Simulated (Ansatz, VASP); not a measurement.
## Two plane-wave programs on WSe2

The input POSCAR:

```
WSe2
1.0
    3.4992399875      0.0000000000      0.0000000000
   -1.7496199937      3.0304307232      0.0000000000
    0.0000000000      0.0000000000     21.6089980852
W Se
2 4
Direct
    0.6666666667      0.3333333333      0.1423922113
    0.3333333333      0.6666666667      0.8576077887
    0.3333333333      0.6666666667      0.2113531704
    0.6666666667      0.3333333333      0.9266195386
    0.3333333333      0.6666666667      0.0733804614
    0.6666666667      0.3333333333      0.7886468296
```

The input INCAR.step1:

```
SYSTEM = WSe2
PREC     = Accurate       ! precision mode
ENCUT    = 520            ! plane-wave cutoff, eV
ISMEAR   = 0              ! smearing method
SIGMA    = 0.05           ! smearing width, eV
LREAL    = .FALSE.        ! projectors in reciprocal space
LASPH    = .TRUE.         ! aspherical terms in the spheres
NELM     = 60             ! most SCF steps
NBANDS   = 35             ! bands
GGA      = PE             ! functional
ALGO     = Normal         ! electronic algorithm
EDIFF    = 1E-4           ! SCF threshold, eV
LWAVE    = .TRUE.         ! write WAVECAR
LCHARG   = .FALSE.        ! write CHGCAR
```

File INCAR.step2:

```
SYSTEM = WSe2
PREC     = Accurate       ! precision mode
ENCUT    = 520            ! plane-wave cutoff, eV
EDIFF    = 1E-6           ! SCF threshold, eV
ISMEAR   = 0              ! smearing method
SIGMA    = 0.05           ! smearing width, eV
LREAL    = .FALSE.        ! projectors in reciprocal space
LASPH    = .TRUE.         ! aspherical terms in the spheres
NELM     = 60             ! most SCF steps
ALGO     = Normal         ! electronic algorithm
ISIF     = 2              ! what is computed and relaxed
LWAVE    = .FALSE.        ! write WAVECAR
LCHARG   = .FALSE.        ! write CHGCAR
METAGGA  = R2SCAN         ! meta-GGA
LMIXTAU  = .TRUE.       
NBANDS   = 35             ! bands
ISTART   = 1
```

The input KPOINTS:

```
Automatic mesh
0
G
  12 12 2
  0 0 0
```

Input for Ansatz:

```yaml
crystal:
  lattice:
    - [3.4992399875, 0.0, 0.0]
    - [-1.7496199937, 3.0304307232, 0.0]
    - [0.0, 0.0, 21.6089980852]
  atoms:
    - { symbol: W, position: [0.6666666667, 0.3333333333, 0.1423922113] }
    - { symbol: W, position: [0.3333333333, 0.6666666667, 0.8576077887] }
    - { symbol: Se, position: [0.3333333333, 0.6666666667, 0.2113531704] }
    - { symbol: Se, position: [0.6666666667, 0.3333333333, 0.9266195386] }
    - { symbol: Se, position: [0.3333333333, 0.6666666667, 0.0733804614] }
    - { symbol: Se, position: [0.6666666667, 0.3333333333, 0.7886468296] }
basis:
  ecutwfc: 500
kpoints:
  mp_grid: { grid: [12, 12, 2] }
hamiltonian:
  xc: r2scan
scf:
  occupations: { method: gaussian, width: 0.05 }
output:
  forces: true
  stress: true
  eigenvalues: true
```

Alike in both runs: task single point; functional r2SCAN; k mesh 12 × 12 × 2; occupations gaussian, width 0.05 eV; no spin polarisation.

|  | VASP | Ansatz |
| --- | --- | --- |
| version | VASP 6.6.1 | Ansatz 0.2.0 |
| potentials or method | VASP PAW PBE potentials, release 64 (W_sv, Se), cutoff 520 eV | scalar-relativistic, plane waves, PAW |
| valence electrons in the cell | 52 | 92 |

|  | VASP | Ansatz | Ansatz less VASP |
| --- | --- | --- | --- |
| gap on the k mesh at the Fermi level (eV) | none | none | - |
| rms of the force components (eV/Å) | 1.036 | 1.016 | -0.0207 |

VASP's potentials were made for PBE, not for r2SCAN. Atom by atom the forces differ by 0.021 eV/Å (rms over components). A gap of «none» marks a metal or a gap that the smearing closes. VASP's potentials hold 52 valence electrons a cell and Ansatz's 92, so a difference there can come from the potentials and not from the codes.

Spin-orbit coupling is off throughout.
